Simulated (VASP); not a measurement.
# PbF2 (I4/mmm) in VASP: further runs

The runs below take PbF2 through single point, with PBE.

All numbers are computed with VASP 6.6.1; they aren't measurements. Logs are shortened: lines on timing, memory, paths and dates and some standing lists are left out, and cuts for length are marked.

## Step 1: The cell of the first run

The structure is tetragonal, space group I4/mmm (No. 139). The conventional cell has a = 3.864 Å, b = 3.864 Å, c = 5.940 Å, α = 90.00°, β = 90.00°, γ = 90.00°. Pb (site symmetry 4/mmm) has 8 F at 2.44 Å within 3.2 Å. F (site symmetry -4m2) has 4 Pb at 2.44 Å and 6 F at 2.73 to 2.97 Å within 3.2 Å.

## Step 2: Single point, PBE (strain -0.080 along x and y, +0.000 along z)

File INCAR:

```
SYSTEM = PbF2
ALGO = Normal
EDIFF = 1E-6
ENCUT = 520
GGA = PE
ISIF = 2
ISMEAR = 0
LASPH = .TRUE.
LCHARG = .FALSE.
LREAL = .FALSE.
LWAVE = .FALSE.
NBANDS = 21
NELM = 60
PREC = Accurate
SIGMA = 0.05
```

File KPOINTS:

```
k-points
0
G
  8 8 8
  0 0 0
```

File POSCAR:

```
PbF2
1.0
    0.0000000000      2.7322620000      2.9698500000
    2.7322620000      0.0000000000      2.9698500000
    2.7322620000      2.7322620000      0.0000000000
Pb F
1 2
Direct
    0.0000000000      0.0000000000      0.0000000000
    0.2500000000      0.2500000000      0.2500000000
    0.7500000000      0.7500000000      0.7500000000
```

Potentials or basis: VASP PAW PBE potentials, release 64 (Pb_d, F).

The run is started by

```bash
cat potpaw_PBE.64/Pb_d/POTCAR potpaw_PBE.64/F/POTCAR > POTCAR
mpirun -np 1 vasp_std > vasp.out
```

OUTCAR:

```text
SYSTEM = PbF2
   EDIFF = 1E-6
   ENCUT = 520
   GGA = PE
   ISIF = 2
   ISMEAR = 0
   LASPH = .TRUE.
   LREAL = .FALSE.
   NELM = 60
   PREC = Accurate

 ion  position               nearest neighbor table
   1  0.000  0.000  0.000-   3 2.44   3 2.44   3 2.44   2 2.44   2 2.44   2 2.44   3 2.44   2 2.44

   2  0.250  0.250  0.250-   1 2.44   1 2.44   1 2.44   1 2.44
   3  0.750  0.750  0.750-   1 2.44   1 2.44   1 2.44   1 2.44

  LATTYP: Found a body centered tetragonal cell.
 ALAT       =     3.8640019764
 C/A-ratio  =     1.5371886548

  Lattice vectors:

 A1 = (  -2.7322620000,   0.0000000000,   2.9698500000)
 A2 = (   2.7322620000,   0.0000000000,   2.9698500000)
 A3 = (   0.0000000000,   2.7322620000,  -2.9698500000)

Analysis of symmetry for initial positions (statically):
=====================================================================
 Subroutine PRICEL returns:
 Original cell was already a primitive cell.

 Routine SETGRP: Setting up the symmetry group for a
 body centered tetragonal supercell.

 Subroutine GETGRP returns: Found 16 space group operations
 (whereof 16 operations were pure point group operations)
 out of a pool of 16 trial point group operations.

The static configuration has the point symmetry D_4h.

Analysis of symmetry for dynamics (positions and initial velocities):
=====================================================================
 Subroutine PRICEL returns:
 Original cell was already a primitive cell.

 Routine SETGRP: Setting up the symmetry group for a
 body centered tetragonal supercell.

 Subroutine GETGRP returns: Found 16 space group operations
 (whereof 16 operations were pure point group operations)
 out of a pool of 16 trial point group operations.

The dynamic configuration has the point symmetry D_4h.

 Subroutine INISYM returns: Found 16 space group operations
 (whereof 16 operations are pure point group operations),
 and found     1 'primitive' translations

----------------------------------------------------------------------------------------

                                     Primitive cell

  volume of cell :      44.3414

  direct lattice vectors                    reciprocal lattice vectors
     0.000000000  2.732262000  2.969850000    -0.182998556  0.182998556  0.168358671
     2.732262000  0.000000000  2.969850000     0.182998556 -0.182998556  0.168358671
     2.732262000  2.732262000  0.000000000     0.182998556  0.182998556 -0.168358671

  length of vectors
     4.035500546  4.035500546  3.864001976     0.308741939  0.308741939  0.308741939

  position of ions in fractional coordinates (direct lattice)
     0.000000000  0.000000000  0.000000000
     0.250000000  0.250000000  0.250000000
     0.750000000  0.750000000  0.750000000

  ion indices of the primitive-cell ions
   primitive index   ion index
                 1           1
                 2           2
                 3           3

----------------------------------------------------------------------------------------

 KPOINTS: k-points

Automatic generation of k-mesh.
 Grid dimensions read from file:
 generate k-points for:    8    8    8

 Generating k-lattice:

  Cartesian coordinates                     Fractional coordinates (reciprocal lattice)
    -0.022874819  0.022874819  0.021044834     0.125000000  0.000000000  0.000000000
     0.022874819 -0.022874819  0.021044834     0.000000000  0.125000000  0.000000000
     0.022874819  0.022874819 -0.021044834     0.000000000  0.000000000  0.125000000

  Length of vectors
     0.038592742  0.038592742  0.038592742

  Shift w.r.t. Gamma in fractional coordinates (k-lattice)
     0.000000000  0.000000000  0.000000000

 Subroutine IBZKPT returns following result:
 ===========================================

 Found     59 irreducible k-points:

 Following reciprocal coordinates:
            Coordinates               Weight
  0.000000  0.000000  0.000000      1.000000
  0.125000  0.000000  0.000000      8.000000
  0.250000  0.000000  0.000000      8.000000
  0.375000 -0.000000  0.000000      8.000000
  0.500000  0.000000  0.000000      4.000000
  0.125000  0.125000  0.000000      2.000000
[... 16 lines left out ...]
  0.250000 -0.000000  0.125000     16.000000
  0.375000 -0.000000  0.125000     16.000000
 [... further k-points ...]
   k-points           NKPTS =     59   k-points in BZ     NKDIM =     59   number of bands    NBANDS=     21
   number of dos      NEDOS =    301   number of ions     NIONS =      3
   total plane-waves  NPLWV =  27000
   dimension x,y,z NGX =    30 NGY =   30 NGZ =   30
   dimension x,y,z NGXF=    60 NGYF=   60 NGZF=   60
   ions per type =               1   2
   NGX,Y,Z   is equivalent  to a cutoff of  12.36, 12.36, 12.91 a.u.
   NGXF,Y,Z  is equivalent  to a cutoff of  24.72, 24.72, 25.81 a.u.
 SYSTEM =  PbF2
   PREC   = accura    normal or accurate (medium, high low for compatibility)
   ISTART =      0    job   : 0-new  1-cont  2-samecut
   ICHARG =      2    charge: 1-file 2-atom 10-const
   ISPIN  =      1    spin polarized calculation?
   LNONCOLLINEAR =      F non collinear calculations
   LSORBIT =      F    spin-orbit coupling
   LASPH  =      T    aspherical Exc in radial PAW
   ENCUT  =  520.0 eV  38.22 Ry    6.18 a.u.   7.50  7.50  7.18*2*pi/ulx,y,z
   NELM   =     60;   NELMIN=  2; NELMDL= -5     # of ELM steps
   EDIFF  = 0.1E-05   stopping-criterion for ELM
   LREAL  =      F    real-space projection
   EDIFFG = 0.1E-04   stopping-criterion for IOM
   NSW    =      0    number of steps for IOM
   IBRION =     -1    ionic relax: 0-MD 1-quasi-New 2-CG
   NFREE  =      0    steps in history (QN), initial steepest desc. (CG)
   ISIF   =      2    stress and relaxation
   ISYM   =      2    0-nonsym 1-usesym 2-fastsym
   POTIM  = 0.5000    time-step for ionic-motion
   TEBEG  =    0.0;   TEEND  =   0.0 temperature during run
   PSTRESS=    0.0 pullay stress
   NELECT =      28.0000    total number of electrons
   NUPDOWN=      -1.0000    fix difference up-down
   EMIN   =  10.00;   EMAX   =-10.00  energy-range for DOS
   EFERMI =   0.00;   METHOD = LEGACY
   ISMEAR =     0;   SIGMA  =   0.05  broadening in eV -4-tet -1-fermi 0-gaus
   EFERMI_NEDOS =   21; number of points for ismear=-14 and -15
   IALGO  =     38    algorithm
   IMIX   =      4    mixing-type and parameters
     AMIX     =   0.40;   BMIX     =  1.00
     AMIX_MAG =   1.60;   BMIX_MAG =  1.00
  volume/ion in A,a.u.               =      14.78        99.74
  Fermi-wavevector in a.u.,A,eV,Ry     =   1.404509  2.654137 26.839462  1.972645
  Thomas-Fermi vector in A             =   2.527063
   LORBIT       =      0    0 simple, 1 ext, 2 COOP (PROOUT), +10 PAW based schemes
   GGA     = PE    functional components
   LHFCALC =     F    Hartree Fock is set to
   AEXX    =    0.0000 exact exchange contribution
   IVDW    =     0    specifies the selected vdW correction
   LEPSILON=     F    determine dielectric tensor
   LRPA    =     F    only Hartree local field effects (RPA)
 non-spin polarized calculation
 Gauss-broadening in eV      SIGMA  =   0.05
  energy-cutoff  :      520.00
  volume of cell :       44.34
 maximum number of plane-waves:      1220
   NGX = 15   NGY = 15   NGZ = 15

 number of electron      28.0000021 magnetization

 Free energy of the ion-electron system (eV)
  ---------------------------------------------------
  ext. energy  EPLUGINS =         0.00000000
  ---------------------------------------------------
  free energy    TOTEN  =       -13.79284264 eV

  energy without entropy =      -13.79284264  energy(sigma->0) =      -13.79284264

 E-fermi :   4.6109     XC(G=0): -10.2435

 val. band max:        4.2855240541   @ k =  -0.3750   0.5000   0.1250
 cond. band min:       8.2612458367   @ k =   0.3750   0.0000   0.3750
 fundamental gap:      3.9757217826
 Fermi energy:         4.6108537510

 k-point     1 :       0.0000    0.0000    0.0000
  band No.  band energies     occupation
      1     -18.4788      2.00000
      2     -17.4894      2.00000
      3     -10.7718      2.00000
      4     -10.6931      2.00000
      5     -10.6931      2.00000
      6     -10.5731      2.00000
[... 13 lines left out ...]
     20      20.4661      0.00000
     21      21.0438      0.00000

 k-point     2 :       0.1250    0.0000    0.0000
  band No.  band energies     occupation
      1     -18.4318      2.00000
      2     -17.5345      2.00000
      3     -10.7462      2.00000
      4     -10.6810      2.00000
      5     -10.6439      2.00000
      6     -10.5757      2.00000
[... 13 lines left out ...]
     20      19.9116      0.00000
     21      21.1773      0.00000

 k-point     3 :       0.2500    0.0000    0.0000
  band No.  band energies     occupation
      1     -18.3067      2.00000
      2     -17.6499      2.00000
      3     -10.7118      2.00000
      4     -10.6596      2.00000
      5     -10.5737      2.00000
      6     -10.5442      2.00000
[... 13 lines left out ...]
     20      19.1334      0.00000
     21      20.3595      0.00000

 k-point     4 :       0.3750   -0.0000    0.0000
  band No.  band energies     occupation
      1     -18.1462      2.00000
      2     -17.7943      2.00000
      3     -10.6963      2.00000
      4     -10.6544      2.00000
      5     -10.5549      2.00000
      6     -10.5201      2.00000
[... 13 lines left out ...]
     20      18.6215      0.00000
     21      19.5256      0.00000

 k-point     5 :       0.5000    0.0000    0.0000
  band No.  band energies     occupation
      1     -18.0286      2.00000
      2     -17.9035      2.00000
      3     -10.6938      2.00000
      4     -10.6562      2.00000
      5     -10.5430      2.00000
      6     -10.5067      2.00000
[... 13 lines left out ...]
     20      18.4454      0.00000
     21      19.2266      0.00000
[... 382 lines left out ...]
     20      21.1516      0.00000
     21      22.1513      0.00000

 k-point    22 :       0.1250    0.0000    0.1250
  band No.  band energies     occupation
      1     -18.4100      2.00000
      2     -17.5564      2.00000
      3     -10.7401      2.00000
      4     -10.6748      2.00000
      5     -10.6211      2.00000
      6     -10.5834      2.00000
[... 13 lines left out ...]
     20      19.6578      0.00000
     21      21.0425      0.00000

 k-point    23 :       0.2500   -0.0000    0.1250
  band No.  band energies     occupation
      1     -18.3070      2.00000
      2     -17.6509      2.00000
      3     -10.7009      2.00000
      4     -10.6515      2.00000
      5     -10.5911      2.00000
      6     -10.5394      2.00000
[... 13 lines left out ...]
     20      19.4238      0.00000
     21      21.0306      0.00000

 k-point    24 :       0.3750   -0.0000    0.1250
  band No.  band energies     occupation
      1     -18.1588      2.00000
      2     -17.7820      2.00000
      3     -10.6751      2.00000
      4     -10.6401      2.00000
      5     -10.5701      2.00000
      6     -10.5194      2.00000
[... 13 lines left out ...]
     20      19.9126      0.00000
     21      20.4076      0.00000

 [... further k-points ...]

------------------------ aborting loop because EDIFF is reached ----------------------------------------

  FORCE on cell =-STRESS in cart. coord.  units (eV):
  Direction    XX          YY          ZZ          XY          YZ          ZX
  --------------------------------------------------------------------------------------
  -------------------------------------------------------------------------------------
  Total        5.9592957      5.9592957      5.0398459      0.0000000      0.0000000      0.0000000
  in kB      215.3259250    215.3259250    182.1036465      0.0000000      0.0000000      0.0000000
  external PRESSURE =     204.2518322 kB  Pullay stress =       0.0000000 kB

 VOLUME and BASIS-vectors are now :
 -----------------------------------------------------------------------------
  energy-cutoff  :      520.00
  volume of cell :       44.34
      direct lattice vectors                 reciprocal lattice vectors
     0.000000000  2.732262000  2.969850000    -0.182998556  0.182998556  0.168358671
     2.732262000  0.000000000  2.969850000     0.182998556 -0.182998556  0.168358671
     2.732262000  2.732262000  0.000000000     0.182998556  0.182998556 -0.168358671

 POSITION                                       TOTAL-FORCE (eV/Angst)
 -----------------------------------------------------------------------------------
      0.00000      0.00000      0.00000        -0.000000     -0.000000      0.000000
      1.36613      1.36613      1.48493        -0.000000     -0.000000     -0.000000
      4.09839      4.09839      4.45477         0.000000      0.000000      0.000000
 -----------------------------------------------------------------------------------
    total drift:                                0.000000     -0.000000      0.000000

  FREE ENERGIE OF THE ION-ELECTRON SYSTEM (eV)
  ---------------------------------------------------
  free  energy   TOTEN  =       -13.7928426395 eV

  energy  without entropy=      -13.7928426395  energy(sigma->0) =      -13.79284264
```

It took 45 s on 1 thread of AMD EPYC 7R13 (Zen 3), shared host; peak memory 0.17 GiB.

Results:

```yaml
Free_energy: -13.7928 eV
Pressure: 20.4 GPa
Band_gap_on_the_k_mesh: 3.98 eV, indirect (least direct gap 4.41 eV)
```

Caveat: the cell differs from its parent crystal (strain -0.080 along x and y, +0.000 along z); spin-orbit coupling is left out, which moves the levels of the heavy elements.

## Step 3: Single point, PBE (strain +0.000 along x and y, +0.080 along z)

File INCAR:

```
SYSTEM = PbF2
PREC     = Accurate       ! precision mode
ENCUT    = 520            ! plane-wave cutoff, eV
EDIFF    = 1E-6           ! SCF threshold, eV
ISMEAR   = 0              ! smearing method
SIGMA    = 0.05           ! smearing width, eV
LREAL    = .FALSE.        ! projectors in reciprocal space
LASPH    = .TRUE.         ! aspherical terms in the spheres
NELM     = 60             ! most SCF steps
ALGO     = Normal         ! electronic algorithm
ISIF     = 2              ! what is computed and relaxed
LWAVE    = .FALSE.        ! write WAVECAR
LCHARG   = .FALSE.        ! write CHGCAR
GGA      = PE             ! functional
NBANDS   = 21             ! bands
```

File KPOINTS:

```
regular mesh
0
G
  8 8 8
  0 0 0
```

File POSCAR:

```
PbF2
1.0
    0.0000000000      2.9698500000      3.2074380000
    2.9698500000      0.0000000000      3.2074380000
    2.9698500000      2.9698500000      0.0000000000
Pb F
1 2
Direct
    0.0000000000      0.0000000000      0.0000000000
    0.2500000000      0.2500000000      0.2500000000
    0.7500000000      0.7500000000      0.7500000000
```

Potentials or basis: VASP PAW PBE potentials, release 64 (Pb_d, F).

The run is started by

```bash
cat potpaw_PBE.64/Pb_d/POTCAR potpaw_PBE.64/F/POTCAR > POTCAR
mpirun -np 1 vasp_std > vasp.out
```

Wall time 65 s (1 thread of AMD EPYC 7R13 (Zen 3), shared host); peak memory 0.2 GiB.

Results (log left out):

- Free energy: -14.2902 eV
- Pressure: -3.1 GPa
- Band gap on the k mesh: 4.19 eV, indirect (least direct gap 4.47 eV)

Stress tensor (GPa, compression positive):
```
-1.63  0.00  0.00
 0.00 -1.63  0.00
 0.00  0.00 -6.00
```

Levels at points of the mesh, in eV from the valence-band top:
```
           k point  band 10  band 11  band 12  band 13  band 14  band 15  band 16  band 17  band 18  band 19
(0.00, 0.00, 0.00)    -2.08    -1.97    -1.88    -1.41    -1.41     6.45     6.45     6.79    10.30    14.19
(0.50, 0.00, 0.00)    -2.26    -2.09    -1.78    -1.69    -0.09     4.83     7.25     7.33    12.98    13.20
(0.50, 0.50, 0.00)    -2.88    -1.37    -1.12    -1.12    -0.02     4.45     7.50     7.50     9.00    13.34
(0.50, 0.00, 0.50)    -2.98    -1.40    -1.08    -1.07    -0.37     4.19     7.15     7.68     9.01    13.96
```

Caveat: the cell differs from its parent crystal (strain +0.000 along x and y, +0.080 along z); spin-orbit coupling is left out, which moves the levels of the heavy elements. A k mesh can miss the band edges.
